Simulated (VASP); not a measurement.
# C (Fmmm) in VASP: notebook, part 2 of 2

VASP 6.6.1. Earlier steps stand in the parts before.

**4. Single point, PBE+D3(BJ)**

This run uses another cell than the first one, of the same volume but with other edges.

INCAR

```
SYSTEM = C
ALGO = Normal
EDIFF = 1E-6
ENCUT = 520
GGA = PE
ISIF = 2
ISMEAR = 0
IVDW = 12
LASPH = .TRUE.
LCHARG = .FALSE.
LREAL = .FALSE.
LWAVE = .FALSE.
NBANDS = 16
NELM = 80
PREC = Accurate
SIGMA = 0.15
```

KPOINTS

```
k-points
0
G
  24 24 8
  0 0 0
```

POSCAR

```
C
1.0
    1.2675130177     -2.1942942990      0.0000000000
    1.2675130177      2.1942942990      0.0000000000
    0.0000000000      0.0000000000      6.4313560066
C
4
Direct
    0.0833101797      0.9166898203      0.7500000000
    0.5833101797      0.4166898203      0.2500000000
    0.9166898203      0.0833101797      0.2500000000
    0.4166898203      0.5833101797      0.7500000000
```

Potentials or basis: VASP PAW PBE potentials, release 64 (C).

Run with:

```console
cat potpaw_PBE.64/C/POTCAR > POTCAR
mpirun -np 1 vasp_std > vasp.out
```

OUTCAR:

```text
SYSTEM = C
   EDIFF = 1E-6
   ENCUT = 520
   GGA = PE
   ISIF = 2
   ISMEAR = 0
   IVDW = 12
   LASPH = .TRUE.
   LREAL = .FALSE.
   NELM = 80
   PREC = Accurate
 IVDW          = 12

 ion  position               nearest neighbor table
   1  0.083  0.917  0.750-   4 1.46   4 1.46   4 1.46
   2  0.583  0.417  0.250-   3 1.46   3 1.46   3 1.46
   3  0.917  0.083  0.250-   2 1.46   2 1.46   2 1.46
   4  0.417  0.583  0.750-   1 1.46   1 1.46   1 1.46

  LATTYP: Found a base centered orthorhombic cell.
 ALAT       =     2.5350260354
 B/A-ratio  =     1.7311808781
 C/A-ratio  =     2.5369980098

  Lattice vectors:

 A1 = (   1.2675130177,  -2.1942942990,   0.0000000000)
 A2 = (   1.2675130177,   2.1942942990,   0.0000000000)
 A3 = (   0.0000000000,   0.0000000000,   6.4313560066)

Analysis of symmetry for initial positions (statically):
=====================================================================
 Subroutine PRICEL returns following result:

  LATTYP: Found a face centered orthorhombic cell.
 ALAT       =     2.5350260354
 B/A-ratio  =     1.7311808781
 C/A-ratio  =     2.5369980098

  Lattice vectors:

 A1 = (   0.0000000000,  -2.1942942990,  -3.2156780033)
 A2 = (   1.2675130177,   0.0000000000,  -3.2156780033)
 A3 = (   1.2675130177,  -2.1942942990,   0.0000000000)

   2 primitive cells build up your supercell.

 Routine SETGRP: Setting up the symmetry group for a
 base centered orthorhombic supercell.

 Subroutine GETGRP returns: Found  8 space group operations
 (whereof  4 operations were pure point group operations)
 out of a pool of  8 trial point group operations.

The static configuration has the point symmetry C_2h.
 The point group associated with its full space group is D_2h.

Analysis of symmetry for dynamics (positions and initial velocities):
=====================================================================
 Subroutine PRICEL returns following result:

  LATTYP: Found a face centered orthorhombic cell.
 ALAT       =     2.5350260354
 B/A-ratio  =     1.7311808781
 C/A-ratio  =     2.5369980098

  Lattice vectors:

 A1 = (   0.0000000000,  -2.1942942990,  -3.2156780033)
 A2 = (   1.2675130177,   0.0000000000,  -3.2156780033)
 A3 = (   1.2675130177,  -2.1942942990,   0.0000000000)

   2 primitive cells build up your supercell.

 Routine SETGRP: Setting up the symmetry group for a
 base centered orthorhombic supercell.

 Subroutine GETGRP returns: Found  8 space group operations
 (whereof  4 operations were pure point group operations)
 out of a pool of  8 trial point group operations.

The dynamic configuration has the point symmetry C_2h.
 The point group associated with its full space group is D_2h.

 Subroutine INISYM returns: Found  8 space group operations
 (whereof  4 operations are pure point group operations),
 and found     2 'primitive' translations

----------------------------------------------------------------------------------------

                                     Primitive cell

  volume of cell :      17.8875

  direct lattice vectors                    reciprocal lattice vectors
     0.000000000 -2.194294299 -3.215678003    -0.394473266 -0.227863692 -0.155488205
[... 42 lines left out ...]
            Coordinates               Weight
  0.000000  0.000000  0.000000      1.000000
  0.041667  0.000000  0.000000      4.000000
  0.083333  0.000000  0.000000      4.000000
  0.125000  0.000000  0.000000      4.000000
  0.166667  0.000000  0.000000      4.000000
  0.208333  0.000000  0.000000      4.000000
[... 16 lines left out ...]
  0.416667  0.041667  0.000000      4.000000
  0.458333  0.041667  0.000000      4.000000
 [... further k-points ...]
   k-points           NKPTS =    785   k-points in BZ     NKDIM =    785   number of bands    NBANDS=     16
   number of dos      NEDOS =    301   number of ions     NIONS =      4
   total plane-waves  NPLWV =  19200
   dimension x,y,z NGX =    20 NGY =   20 NGZ =   48
   dimension x,y,z NGXF=    40 NGYF=   40 NGZF=   96
   ions per type =               4
   NGX,Y,Z   is equivalent  to a cutoff of  13.12, 13.12, 12.41 a.u.
   NGXF,Y,Z  is equivalent  to a cutoff of  26.24, 26.24, 24.82 a.u.
 SYSTEM =  C
   PREC   = accura    normal or accurate (medium, high low for compatibility)
   ISTART =      0    job   : 0-new  1-cont  2-samecut
   ICHARG =      2    charge: 1-file 2-atom 10-const
   ISPIN  =      1    spin polarized calculation?
   LNONCOLLINEAR =      F non collinear calculations
   LSORBIT =      F    spin-orbit coupling
   LASPH  =      T    aspherical Exc in radial PAW
   ENCUT  =  520.0 eV  38.22 Ry    6.18 a.u.   4.71  4.71 11.96*2*pi/ulx,y,z
   NELM   =     80;   NELMIN=  2; NELMDL= -5     # of ELM steps
   EDIFF  = 0.1E-05   stopping-criterion for ELM
   LREAL  =      F    real-space projection
   EDIFFG = 0.1E-04   stopping-criterion for IOM
   NSW    =      0    number of steps for IOM
   IBRION =     -1    ionic relax: 0-MD 1-quasi-New 2-CG
   NFREE  =      0    steps in history (QN), initial steepest desc. (CG)
   ISIF   =      2    stress and relaxation
   ISYM   =      2    0-nonsym 1-usesym 2-fastsym
   POTIM  = 0.5000    time-step for ionic-motion
   TEBEG  =    0.0;   TEEND  =   0.0 temperature during run
   PSTRESS=    0.0 pullay stress
   NELECT =      16.0000    total number of electrons
   NUPDOWN=      -1.0000    fix difference up-down
   EMIN   =  10.00;   EMAX   =-10.00  energy-range for DOS
   EFERMI =   0.00;   METHOD = LEGACY
   ISMEAR =     0;   SIGMA  =   0.15  broadening in eV -4-tet -1-fermi 0-gaus
   EFERMI_NEDOS =   21; number of points for ismear=-14 and -15
   IALGO  =     38    algorithm
   IMIX   =      4    mixing-type and parameters
     AMIX     =   0.40;   BMIX     =  1.00
     AMIX_MAG =   1.60;   BMIX_MAG =  1.00
  volume/ion in A,a.u.               =       8.94        60.36
  Fermi-wavevector in a.u.,A,eV,Ry     =   1.251954  2.365849 21.325603  1.567388
  Thomas-Fermi vector in A             =   2.385877
   LORBIT       =      0    0 simple, 1 ext, 2 COOP (PROOUT), +10 PAW based schemes
   GGA     = PE    functional components
   LHFCALC =     F    Hartree Fock is set to
   AEXX    =    0.0000 exact exchange contribution
   IVDW    =    12    specifies the selected vdW correction
   LEPSILON=     F    determine dielectric tensor
   LRPA    =     F    only Hartree local field effects (RPA)
 non-spin polarized calculation
 Gauss-broadening in eV      SIGMA  =   0.15
  energy-cutoff  :      520.00
  volume of cell :       35.78
 maximum number of plane-waves:       983
   NGX =  9   NGY =  9   NGZ = 23

 number of electron      16.0000002 magnetization

 Free energy of the ion-electron system (eV)
  ---------------------------------------------------
  ext. energy  EPLUGINS =         0.00000000
  ---------------------------------------------------
  free energy    TOTEN  =       -36.60262767 eV

  energy without entropy =      -36.60175830  energy(sigma->0) =      -36.60219298

 E-fermi :   4.6390     XC(G=0): -10.4378

 val. band max:        4.5881834230   @ k =   0.3750   0.3750   0.0000
 cond. band min:       4.6392133838   @ k =   0.3750   0.3333   0.1250
 fundamental gap:      0.0510299608
 Fermi energy:         4.6389895782

 k-point     1 :       0.0000    0.0000    0.0000
  band No.  band energies     occupation
      1     -14.4923      2.00000
      2     -14.0636      2.00000
      3      -3.6251      2.00000
      4      -1.1381      2.00000
      5       1.5035      2.00000
      6       1.5310      2.00000
[... 433 lines left out ...]
      3      -8.0343      2.00000
      4      -7.8724      2.00000
      5      -1.7302      2.00000
      6      -1.6883      2.00000
[... 8 lines left out ...]
     15      18.8044      0.00000
     16      19.0664      0.00000

 [... further k-points ...]

------------------------ aborting loop because EDIFF is reached ----------------------------------------

 Edisp (eV)   -0.64286

 E8    (eV) :    -0.1833

  FORCE on cell =-STRESS in cart. coord.  units (eV):
  Direction    XX          YY          ZZ          XY          YZ          ZX
  --------------------------------------------------------------------------------------
  -------------------------------------------------------------------------------------
  Total      -7.28631    -7.39213     0.59861     0.00000     0.00000     0.00000
  in kB    -326.31598  -331.05529    26.80850     0.00000     0.00000     0.00000
  external pressure =     -210.19 kB  Pullay stress =        0.00 kB

 VOLUME and BASIS-vectors are now :
 -----------------------------------------------------------------------------
  energy-cutoff  :      520.00
  volume of cell :       35.78
      direct lattice vectors                 reciprocal lattice vectors
     1.267513018 -2.194294299  0.000000000     0.394473266 -0.227863692  0.000000000
     1.267513018  2.194294299  0.000000000     0.394473266  0.227863692  0.000000000
     0.000000000  0.000000000  6.431356007     0.000000000  0.000000000  0.155488205

 POSITION                                       TOTAL-FORCE (eV/Angst)
 -----------------------------------------------------------------------------------
      1.26751      1.82868      4.82352         0.000000     -0.004492     -0.000000
      1.26751     -0.36561      1.60784         0.000000     -0.004492      0.000000
      1.26751     -1.82868      1.60784         0.000000      0.004492      0.000000
      1.26751      0.36561      4.82352         0.000000      0.004492     -0.000000
 -----------------------------------------------------------------------------------
    total drift:                                0.000000     -0.000000      0.000000

  FREE ENERGIE OF THE ION-ELECTRON SYSTEM (eV)
  ---------------------------------------------------
  free  energy   TOTEN  =       -37.2454921933 eV

  energy  without entropy=      -37.2446228198  energy(sigma->0) =      -37.24505751
```

stdout:

```text
POSCAR found type information on POSCAR C
 POSCAR found :  1 types and       4 ions
 scaLAPACK will be used
 LDA part: xc-table for (Slater+PW92), standard interpolation
 POSCAR, INCAR and KPOINTS ok, starting setup
 FFT: planning ... GRIDC
 FFT: planning ... GRID_SOFT
 FFT: planning ... GRID
 WAVECAR not read
 entering main loop
```

It took 2.3 min on 1 thread of Intel Xeon 6975P-C (Granite Rapids), shared host; peak memory 0.41 GiB.

What came out:

```yaml
Free_energy: -37.2455 eV
Pressure: -21.0 GPa
Largest_force: 0.004 eV/Å
Band_gap_on_the_k_mesh: zero (bands 8 and 9 overlap by 0.12 eV)
Dispersion_energy_per_atom: -0.161 eV
```

Forces in eV/Å, atoms in the order of the input:
```
C    0.000 -0.004  0.000
C    0.000 -0.004  0.000
C    0.000  0.004  0.000
C    0.000  0.004  0.000
```

Caveat: the stress differs along the axes, from -33 to 3 GPa.

**5. Single point, PBE+D3(BJ)**

This run uses another cell than the first one, of the same volume but with other edges.

INCAR

```
SYSTEM = C
PREC     = Accurate       ! precision mode
ENCUT    = 520            ! plane-wave cutoff, eV
EDIFF    = 1E-6           ! SCF threshold, eV
ISMEAR   = 0              ! smearing method
SIGMA    = 0.15           ! smearing width, eV
LREAL    = .False.        ! projectors in reciprocal space
LASPH    = .True.         ! aspherical terms in the spheres
NELM     = 80             ! most SCF steps
ALGO     = Normal         ! electronic algorithm
ISIF     = 2              ! what is computed and relaxed
LWAVE    = .False.        ! write WAVECAR
LCHARG   = .False.        ! write CHGCAR
GGA      = PE             ! functional
IVDW     = 12             ! dispersion correction
NBANDS   = 16             ! bands
```

KPOINTS

```
Automatic mesh
0
Gamma
  24 24 8
  0 0 0
```

POSCAR

```
C
1.0
    1.1942194562     -2.0674098868      0.0000000000
    1.1942194562      2.0674098868      0.0000000000
    0.0000000000      0.0000000000      7.2450122216
C
4
Direct
    0.0833101797      0.9166898203      0.7500000000
    0.5833101797      0.4166898203      0.2500000000
    0.9166898203      0.0833101797      0.2500000000
    0.4166898203      0.5833101797      0.7500000000
```

Run with:

```console
cat potpaw_PBE.64/C/POTCAR > POTCAR
mpirun -np 1 vasp_std > vasp.out
```

It took 2.3 min on 1 thread of Intel Xeon 6975P-C (Granite Rapids), shared host; peak memory 0.41 GiB.

The run converged. Its results:

```
Free energy                : -37.1306 eV
Pressure                   : 29.8 GPa
Band gap on the k mesh     : zero (filled and empty bands touch)
Dispersion energy per atom : -0.139 eV
```

Stress tensor (GPa, compression positive):
```
45.39  0.00  0.00
 0.00 45.67  0.00
 0.00  0.00 -1.62
```

Levels at points of the mesh, in eV from the Fermi level:
| k point | band 5 | band 6 | band 7 | band 8 | band 9 | band 10 | band 11 | band 12 |
| --- | --- | --- | --- | --- | --- | --- | --- | --- |
| (0.00, 0.00, 0.00) | -2.99 | -2.97 | -2.97 | -2.97 | 3.38 | 8.55 | 8.95 | 8.97 |
| (0.50, 0.00, 0.00) | -6.67 | -6.67 | -2.59 | -2.59 | 1.80 | 1.80 | 8.36 | 8.36 |
| (0.50, 0.50, 0.00) | -6.69 | -6.67 | -2.96 | -2.10 | 1.21 | 2.29 | 8.24 | 8.45 |
| (0.00, 0.00, 0.50) | -2.98 | -2.98 | -2.97 | -2.97 | 5.46 | 5.46 | 8.97 | 8.97 |
| (0.50, 0.00, 0.50) | -6.67 | -6.67 | -2.55 | -2.55 | 1.70 | 1.70 | 8.36 | 8.36 |
| (0.50, 0.50, 0.50) | -6.68 | -6.68 | -2.55 | -2.55 | 1.71 | 1.71 | 8.34 | 8.34 |

Caveat: the stress differs along the axes, from -2 to 46 GPa.

**6. Overview**

```csv
cell,gap on the mesh (eV),pressure (GPa)
"a = 2.602, b = 2.602, c = 6.101 Å, angles 90.0, 90.0, 120.0°, 4 atoms",none,-37.8
"a = 2.319, b = 2.319, c = 7.678 Å, angles 90.0, 90.0, 120.0°, 4 atoms",none,58.5
"a = 2.534, b = 2.534, c = 6.431 Å, angles 90.0, 90.0, 120.0°, 4 atoms",none,-21.0
"a = 2.388, b = 2.388, c = 7.245 Å, angles 90.0, 90.0, 120.0°, 4 atoms",none,29.8
```

Alike in all rows: task single point; level PBE+D3(BJ); potentials or basis VASP PAW PBE potentials, release 64 (C); no spin polarisation; k mesh 24 × 24 × 8; cutoff (eV) 520; smearing gaussian 0.15 eV.

Caveats: the stress differs along the axes, from -61 to 7 GPa (at least some runs); the stress differs along the axes, from -2 to 89 GPa (at least some runs); the stress differs along the axes, from -33 to 3 GPa (at least some runs); the stress differs along the axes, from -2 to 46 GPa (at least some runs).

Absolute energies hang on the potentials; compare differences alone.

The gap in the log of VASP goes by the Fermi energy; the results here count the filled bands.